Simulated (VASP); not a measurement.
Input of a VASP 6.6.1 run:

Contents of INCAR:

```
PREC     = Accurate       # precision mode
ENCUT    = 520            # plane-wave cutoff, eV
EDIFF    = 1E-6           # SCF threshold, eV
ISMEAR   = 0              # smearing method
SIGMA    = 0.05           # smearing width, eV
LREAL    = F              # projectors in reciprocal space
LASPH    = T              # aspherical terms in the spheres
NELM     = 80             # most SCF steps
ALGO     = Normal         # electronic algorithm
ISIF     = 2              # what is computed and relaxed
LWAVE    = F              # write WAVECAR
LCHARG   = F              # write CHGCAR
GGA      = PS             # functional
NBANDS   = 36             # bands
```

File KPOINTS:

```
Automatic mesh
0
Gamma
  9 9 2
```

POSCAR

```
MgO
1.0
    2.1351500000     -2.1351500000      0.0000000000
    2.1351500000      0.0000000000     -2.1351500000
   10.2726508076     10.2726508076     10.2726508076
Mg O
6 6
Direct
    0.6666666667      0.6666666667      0.0346413345
    0.0000000000      0.0000000000      0.7274680255
    0.3333333333      0.3333333333      0.1732066727
    0.6666666667      0.6666666667      0.4503373491
    0.0000000000      0.0000000000      0.3117720109
    0.3333333333      0.3333333333      0.5889026873
    0.6666666667      0.6666666667      0.2424893418
    0.0000000000      0.0000000000      0.1039240036
    0.3333333333      0.3333333333      0.3810546800
    0.6666666667      0.6666666667      0.6581853564
    1.0000000000      1.0000000000      0.5196200182
    0.3333333333      0.3333333333      0.7967506946
```

Potentials or basis: VASP PAW PBE potentials, release 64 (Mg, O).

Launch:

```bash
$ cat potpaw_PBE.64/Mg/POTCAR potpaw_PBE.64/O/POTCAR > POTCAR
$ mpirun -np 1 vasp_std > vasp.out
```

Predict the largest force.

1.163 eV/Å.

Estimate the pressure.

-5.0 GPa.

Predict the band gap on the k mesh.

zero (bands 24 and 25 overlap by 0.44 eV).

Forces on the atoms (eV/Å):
```
Mg  -0.080 -0.080 -0.080
Mg   0.671  0.671  0.671
Mg   0.399  0.399  0.399
Mg   0.347  0.347  0.347
Mg   0.348  0.348  0.348
Mg   0.350  0.350  0.350
O   -0.345 -0.345 -0.345
O   -0.113 -0.113 -0.113
O   -0.346 -0.346 -0.346
O   -0.405 -0.405 -0.405
O   -0.349 -0.349 -0.349
O   -0.478 -0.478 -0.478
```

Caveat: the cell differs from its parent crystal (the distance across one plane changed); the cell stands under tension; semilocal functionals underestimate gaps, and a narrow one can read as zero; the PAW data sets were made with another functional, which shifts forces and pressure a little.
